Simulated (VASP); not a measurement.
# Ca (Pm-3m) in VASP: further runs

Runs on Ca. Level: LDA. Tasks: single point.

Program: VASP 6.6.1. These are calculated values, not measurements. Logs are shortened: lines on timing, memory, paths and dates and some standing lists are left out, and cuts for length are marked.

### Step 1. The cell of the first run

It takes space group Pm-3m (No. 221, cubic). The conventional cell has a = 2.758 Å, b = 2.758 Å, c = 2.758 Å, α = 90.00°, β = 90.00°, γ = 90.00°. Ca (site symmetry m-3m) has 6 Ca at 2.76 Å within 3.6 Å.

### Step 2. Single point, LDA

File INCAR:

```
SYSTEM = Ca
ALGO = Normal ; EDIFF = 1E-6
ENCUT = 500 ; GGA_COMPAT = .FALSE.
ISIF = 2 ; ISMEAR = 0
LASPH = .TRUE. ; LCHARG = .TRUE.
LELF = .TRUE. ; LREAL = .FALSE.
LVHAR = .TRUE. ; LWAVE = .FALSE.
NBANDS = 11 ; NELM = 120
PREC = Accurate ; SIGMA = 0.1
```

File KPOINTS:

```
k-points
0
G
  6 6 6
  0 0 0
```

File POSCAR:

```
Ca
1.0
    2.7580112039      0.0000000000      0.0000000000
    0.0000000000      2.7580112039      0.0000000000
    0.0000000000      0.0000000000      2.7580112039
Ca
1
Direct
    0.0000000000      0.0000000000      0.0000000000
```

Potentials or basis: VASP PAW LDA potentials, release 64 (Ca_sv).

Run with:

```sh
$ cat potpaw_LDA.64/Ca_sv/POTCAR > POTCAR
$ mpirun -np 1 vasp_std > vasp.out
```

OUTCAR:

```text
SYSTEM = Ca
   EDIFF = 1E-6
   ENCUT = 500
   ISIF = 2
   ISMEAR = 0
   LASPH = .TRUE.
   LREAL = .FALSE.
   NELM = 120
   PREC = Accurate

 ion  position               nearest neighbor table
   1  0.000  0.000  0.000-

  LATTYP: Found a simple cubic cell.
 ALAT       =     2.7580112039

  Lattice vectors:

 A1 = (   2.7580112039,   0.0000000000,   0.0000000000)
 A2 = (   0.0000000000,   2.7580112039,   0.0000000000)
 A3 = (   0.0000000000,   0.0000000000,   2.7580112039)

Analysis of symmetry for initial positions (statically):
=====================================================================
 Subroutine PRICEL returns:
 Original cell was already a primitive cell.

 Routine SETGRP: Setting up the symmetry group for a
 simple cubic supercell.

 Subroutine GETGRP returns: Found 48 space group operations
 (whereof 48 operations were pure point group operations)
 out of a pool of 48 trial point group operations.

The static configuration has the point symmetry O_h .

Analysis of symmetry for dynamics (positions and initial velocities):
=====================================================================
 Subroutine PRICEL returns:
 Original cell was already a primitive cell.

 Routine SETGRP: Setting up the symmetry group for a
 simple cubic supercell.

 Subroutine GETGRP returns: Found 48 space group operations
 (whereof 48 operations were pure point group operations)
 out of a pool of 48 trial point group operations.

The dynamic configuration has the point symmetry O_h .

 Subroutine INISYM returns: Found 48 space group operations
 (whereof 48 operations are pure point group operations),
 and found     1 'primitive' translations

----------------------------------------------------------------------------------------

                                     Primitive cell

  volume of cell :      20.9792

  direct lattice vectors                    reciprocal lattice vectors
     2.758011204  0.000000000  0.000000000     0.362580108  0.000000000  0.000000000
     0.000000000  2.758011204  0.000000000     0.000000000  0.362580108  0.000000000
     0.000000000  0.000000000  2.758011204     0.000000000  0.000000000  0.362580108

  length of vectors
     2.758011204  2.758011204  2.758011204     0.362580108  0.362580108  0.362580108

  position of ions in fractional coordinates (direct lattice)
     0.000000000  0.000000000  0.000000000

  ion indices of the primitive-cell ions
   primitive index   ion index
                 1           1

----------------------------------------------------------------------------------------

 KPOINTS: k-points

Automatic generation of k-mesh.
 Grid dimensions read from file:
 generate k-points for:    6    6    6

 Generating k-lattice:

  Cartesian coordinates                     Fractional coordinates (reciprocal lattice)
     0.060430018  0.000000000  0.000000000     0.166666667  0.000000000  0.000000000
     0.000000000  0.060430018  0.000000000     0.000000000  0.166666667  0.000000000
     0.000000000  0.000000000  0.060430018     0.000000000  0.000000000  0.166666667

  Length of vectors
     0.060430018  0.060430018  0.060430018

  Shift w.r.t. Gamma in fractional coordinates (k-lattice)
     0.000000000  0.000000000  0.000000000

 Subroutine IBZKPT returns following result:
 ===========================================

 Found     20 irreducible k-points:

 Following reciprocal coordinates:
            Coordinates               Weight
  0.000000  0.000000  0.000000      1.000000
  0.166667  0.000000  0.000000      6.000000
  0.333333  0.000000  0.000000      6.000000
  0.500000  0.000000  0.000000      3.000000
  0.166667  0.166667  0.000000     12.000000
  0.333333  0.166667  0.000000     24.000000
[... 12 lines left out ...]
  0.500000  0.500000  0.333333      6.000000
  0.500000  0.500000  0.500000      1.000000
   k-points           NKPTS =     20   k-points in BZ     NKDIM =     20   number of bands    NBANDS=     11
   number of dos      NEDOS =    301   number of ions     NIONS =      1
   total plane-waves  NPLWV =   8000
   dimension x,y,z NGX =    20 NGY =   20 NGZ =   20
   dimension x,y,z NGXF=    40 NGYF=   40 NGZF=   40
   ions per type =               1
   NGX,Y,Z   is equivalent  to a cutoff of  12.06, 12.06, 12.06 a.u.
   NGXF,Y,Z  is equivalent  to a cutoff of  24.11, 24.11, 24.11 a.u.
 SYSTEM =  Ca
   PREC   = accura    normal or accurate (medium, high low for compatibility)
   ISTART =      0    job   : 0-new  1-cont  2-samecut
   ICHARG =      2    charge: 1-file 2-atom 10-const
   ISPIN  =      1    spin polarized calculation?
   LNONCOLLINEAR =      F non collinear calculations
   LSORBIT =      F    spin-orbit coupling
   LASPH  =      T    aspherical Exc in radial PAW
   ENCUT  =  500.0 eV  36.75 Ry    6.06 a.u.   5.03  5.03  5.03*2*pi/ulx,y,z
   NELM   =    120;   NELMIN=  2; NELMDL= -5     # of ELM steps
   EDIFF  = 0.1E-05   stopping-criterion for ELM
   LREAL  =      F    real-space projection
   EDIFFG = 0.1E-04   stopping-criterion for IOM
   NSW    =      0    number of steps for IOM
   IBRION =     -1    ionic relax: 0-MD 1-quasi-New 2-CG
   NFREE  =      0    steps in history (QN), initial steepest desc. (CG)
   ISIF   =      2    stress and relaxation
   ISYM   =      2    0-nonsym 1-usesym 2-fastsym
   POTIM  = 0.5000    time-step for ionic-motion
   TEBEG  =    0.0;   TEEND  =   0.0 temperature during run
   PSTRESS=    0.0 pullay stress
   NELECT =      10.0000    total number of electrons
   NUPDOWN=      -1.0000    fix difference up-down
   EMIN   =  10.00;   EMAX   =-10.00  energy-range for DOS
   EFERMI =   0.00;   METHOD = LEGACY
   ISMEAR =     0;   SIGMA  =   0.10  broadening in eV -4-tet -1-fermi 0-gaus
   EFERMI_NEDOS =   21; number of points for ismear=-14 and -15
   IALGO  =     38    algorithm
   IMIX   =      4    mixing-type and parameters
     AMIX     =   0.40;   BMIX     =  1.00
     AMIX_MAG =   1.60;   BMIX_MAG =  1.00
  volume/ion in A,a.u.               =      20.98       141.57
  Fermi-wavevector in a.u.,A,eV,Ry     =   1.278828  2.416635 22.250982  1.635401
  Thomas-Fermi vector in A             =   2.411348
   LORBIT       =      0    0 simple, 1 ext, 2 COOP (PROOUT), +10 PAW based schemes
   GGA     = CA    functional components
   LHFCALC =     F    Hartree Fock is set to
   AEXX    =    0.0000 exact exchange contribution
   IVDW    =     0    specifies the selected vdW correction
   LEPSILON=     F    determine dielectric tensor
   LRPA    =     F    only Hartree local field effects (RPA)
 non-spin polarized calculation
 Gauss-broadening in eV      SIGMA  =   0.10
  energy-cutoff  :      500.00
  volume of cell :       20.98
 maximum number of plane-waves:       554
   NGX = 11   NGY = 11   NGZ = 11

 number of electron      10.0000003 magnetization

 Free energy of the ion-electron system (eV)
  ---------------------------------------------------
  ext. energy  EPLUGINS =         0.00000000
  ---------------------------------------------------
  free energy    TOTEN  =        -1.10738489 eV

  energy without entropy =       -1.10528903  energy(sigma->0) =       -1.10633696

 E-fermi :   5.2011     XC(G=0): -10.5883

 val. band max:        5.1340915710   @ k =   0.5000   0.1667   0.0000
 cond. band min:       5.3346201032   @ k =   0.0000   0.0000   0.0000
 fundamental gap:      0.2005285322
 Fermi energy:         5.2011405422

 k-point     1 :       0.0000    0.0000    0.0000
  band No.  band energies     occupation
      1     -35.7732      2.00000
      2     -16.1534      2.00000
      3     -16.1534      2.00000
      4     -16.1534      2.00000
      5       0.8344      2.00000
      6       5.3346      0.05907
      7       5.3346      0.05907
      8      12.2027      0.00000
      9      12.2027      0.00000
     10      12.2027      0.00000
     11      20.1862      0.00000

 k-point     2 :       0.1667    0.0000    0.0000
  band No.  band energies     occupation
      1     -35.7034      2.00000
      2     -16.6279      2.00000
      3     -16.1122      2.00000
      4     -16.1122      2.00000
      5       1.5552      2.00000
      6       5.5573      0.00000
      7       5.9787      0.00000
      8      11.3050      0.00000
      9      11.3050      0.00000
     10      12.2697      0.00000
     11      17.5155      0.00000

 k-point     3 :       0.3333    0.0000    0.0000
  band No.  band energies     occupation
      1     -35.5598      2.00000
      2     -17.4969      2.00000
      3     -16.0285      2.00000
      4     -16.0285      2.00000
      5       3.2298      2.00000
      6       6.0524      0.00000
      7       6.7720      0.00000
      8       9.9389      0.00000
      9       9.9389      0.00000
     10      12.4069      0.00000
     11      15.3630      0.00000

 k-point     4 :       0.5000    0.0000    0.0000
  band No.  band energies     occupation
      1     -35.4858      2.00000
      2     -17.9003      2.00000
      3     -15.9861      2.00000
      4     -15.9861      2.00000
      5       4.7360      2.00000
      6       6.0932      0.00000
      7       6.3317      0.00000
      8       9.3753      0.00000
      9       9.3753      0.00000
     10      12.4771      0.00000
     11      15.4892      0.00000
[... 183 lines left out ...]
 k-point    18 :       0.5000    0.3333    0.3333
  band No.  band energies     occupation
      1     -35.0956      2.00000
      2     -17.4527      2.00000
      3     -17.0480      2.00000
      4     -17.0046      2.00000
      5       4.4985      2.00000
      6       5.7847      0.00000
      7       6.3226      0.00000
      8      10.8301      0.00000
      9      11.7674      0.00000
     10      14.7722      0.00000
     11      16.2006      0.00000

 k-point    19 :       0.5000    0.5000    0.3333
  band No.  band energies     occupation
      1     -35.0297      2.00000
      2     -17.3798      2.00000
      3     -17.3798      2.00000
      4     -16.9634      2.00000
      5       4.3395      2.00000
      6       5.7159      0.00000
      7       5.7159      0.00000
      8      11.3653      0.00000
      9      13.9110      0.00000
     10      13.9892      0.00000
     11      16.5712      0.00000

 k-point    20 :       0.5000    0.5000    0.5000
  band No.  band energies     occupation
      1     -34.9648      2.00000
      2     -17.3103      2.00000
      3     -17.3103      2.00000
      4     -17.3103      2.00000
      5       4.9739      1.99869
      6       4.9739      1.99869
      7       4.9739      1.99869
      8      12.5575      0.00000
      9      13.9524      0.00000
     10      13.9524      0.00000
     11      17.9597      0.00000

------------------------ aborting loop because EDIFF is reached ----------------------------------------

  FORCE on cell =-STRESS in cart. coord.  units (eV):
  Direction    XX          YY          ZZ          XY          YZ          ZX
  --------------------------------------------------------------------------------------
  -------------------------------------------------------------------------------------
  Total        2.6738205      2.6738205      2.6738205      0.0000000     -0.0000000      0.0000000
  in kB      204.1995364    204.1995364    204.1995364      0.0000000     -0.0000000      0.0000000
  external PRESSURE =     204.1995364 kB  Pullay stress =       0.0000000 kB

 VOLUME and BASIS-vectors are now :
 -----------------------------------------------------------------------------
  energy-cutoff  :      500.00
  volume of cell :       20.98
      direct lattice vectors                 reciprocal lattice vectors
     2.758011204  0.000000000  0.000000000     0.362580108  0.000000000  0.000000000
     0.000000000  2.758011204  0.000000000     0.000000000  0.362580108  0.000000000
     0.000000000  0.000000000  2.758011204     0.000000000  0.000000000  0.362580108

 POSITION                                       TOTAL-FORCE (eV/Angst)
 -----------------------------------------------------------------------------------
      0.00000      0.00000      0.00000         0.000000      0.000000      0.000000
 -----------------------------------------------------------------------------------
    total drift:                               -0.000000      0.000000     -0.000000

  FREE ENERGIE OF THE ION-ELECTRON SYSTEM (eV)
  ---------------------------------------------------
  free  energy   TOTEN  =        -1.1073848892 eV

  energy  without entropy=       -1.1052890252  energy(sigma->0) =       -1.10633696
```

Run time: 4 s. Hardware: 1 thread of AMD EPYC 7R43 (Zen 3), shared host; peak memory 0.07 GiB.

What came out:

| Quantity | Value |
| --- | --- |
| Free energy | -1.1074 eV |
| Pressure | 20.4 GPa |
| Band gap on the k mesh | zero (band 5 reaches 5.13 eV, above the bottom of band 6 at 4.97 eV) |

Caveat: the k points lie up to 0.38 Å⁻¹ apart.

### Step 3. Single point, LDA

This run uses another cell than the first one, of 38.89 Å³/atom, 1.854 times its volume.

File INCAR:

```
SYSTEM = Ca
ALGO = Normal
EDIFF = 1E-6
ENCUT = 500
GGA = CA
GGA_COMPAT = .False.
ISIF = 2
ISMEAR = 0
LASPH = .True.
LCHARG = .True.
LELF = .True.
LREAL = .False.
LVHAR = .True.
LWAVE = .False.
NBANDS = 11
NELM = 120
PREC = Accurate
SIGMA = 0.1
```

File KPOINTS:

```
k-points
0
Gamma
  6 6 6
  0 0 0
```

File POSCAR:

```
Ca
1.0
    3.3880299237      0.0000000000      0.0000000000
    0.0000000000      3.3880299237      0.0000000000
    0.0000000000      0.0000000000      3.3880299237
Ca
1
Direct
    0.0000000000      0.0000000000      0.0000000000
```

Potentials or basis: VASP PAW LDA potentials, release 64 (Ca_sv).

Run with:

```sh
$ cat potpaw_LDA.64/Ca_sv/POTCAR > POTCAR
$ mpirun -np 1 vasp_std > vasp.out
```

Run time: 9.7 s. Hardware: 1 thread of AMD EPYC 7R43 (Zen 3), shared host; peak memory 0.1 GiB.

The run converged. Its results:

```
Free energy            : -1.8264 eV
Pressure               : 0.0 GPa
Band gap on the k mesh : zero (band 5 reaches 2.56 eV, above the bottom of band 6 at 1.61 eV)
```

Levels at points of the mesh, in eV from the Fermi level:
| k point | band 3 | band 4 | band 5 | band 6 | band 7 | band 8 |
| --- | --- | --- | --- | --- | --- | --- |
| (0.00, 0.00, 0.00) | -22.48 | -22.48 | -3.76 | 0.90 | 0.90 | 4.57 |
| (0.50, 0.00, 0.00) | -22.46 | -22.46 | -0.98 | -0.14 | 1.44 | 3.18 |
| (0.50, 0.50, 0.00) | -22.75 | -22.43 | -0.33 | 1.12 | 2.93 | 2.93 |
| (0.50, 0.50, 0.50) | -22.71 | -22.71 | 0.79 | 0.79 | 0.79 | 5.43 |
